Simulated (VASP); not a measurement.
## Al2GaP2: single point with PBE

Al2GaP2:

```
Al Ga P
1.0
     3.38363    0.00000    0.00000
     0.00000    3.38363    0.00000
     0.00000    0.00000    8.73424
Al Ga P
2 1 2
Direct
  0.00000 0.00000 0.40047
  0.50000 0.50000 0.06230
  0.50000 0.50000 0.53161
  0.00000 0.00000 0.13332
  0.50000 0.50000 0.79212
```

```
Program             : VASP 6.6.1
Task                : single point
Functional          : PBE
Potentials or basis : VASP PAW PBE potentials, release 64 (Al, Ga_d, P)
Cutoff              : 520 eV
k mesh              : 6 × 6 × 2
Occupations         : gaussian, width 0.1 eV
Spin                : no spin polarisation
```

```yaml
Pressure: 0.0 GPa
Largest_force: 0.006 eV/Å
```

Forces on the atoms (eV/Å):
```
Al   0.000  0.000 -0.006
Al   0.000  0.000  0.004
Ga   0.000  0.000  0.001
P    0.000  0.000 -0.001
P    0.000  0.000  0.002
```

Levels at points of the mesh, in eV from the Fermi level:
| k point | band 11 | band 12 | band 13 | band 14 | band 15 | band 16 | band 17 | band 18 |
| --- | --- | --- | --- | --- | --- | --- | --- | --- |
| (0.00, 0.00, 0.00) | -1.28 | -1.28 | 1.03 | 1.03 | 1.73 | 2.61 | 2.61 | 2.68 |
| (0.50, 0.00, 0.00) | -4.07 | -2.56 | -1.42 | 0.02 | 0.53 | 1.52 | 2.27 | 4.50 |
| (0.50, 0.50, 0.00) | -3.14 | -2.94 | -2.94 | -2.94 | -1.77 | -1.77 | -0.30 | -0.11 |
| (0.00, 0.00, 0.50) | -1.27 | -1.27 | 0.63 | 0.88 | 0.88 | 1.94 | 2.94 | 2.94 |
| (0.50, 0.00, 0.50) | -3.61 | -3.13 | -2.66 | 0.02 | 1.54 | 2.74 | 3.42 | 4.01 |
| (0.50, 0.50, 0.50) | -3.23 | -3.23 | -3.16 | -2.06 | -1.34 | -1.22 | -1.22 | -0.19 |

Wall time 20 s on 1 thread of Intel(R) Xeon(R) 6975P-C (Granite Rapids), on a shared host, peak memory 0.23 GiB.
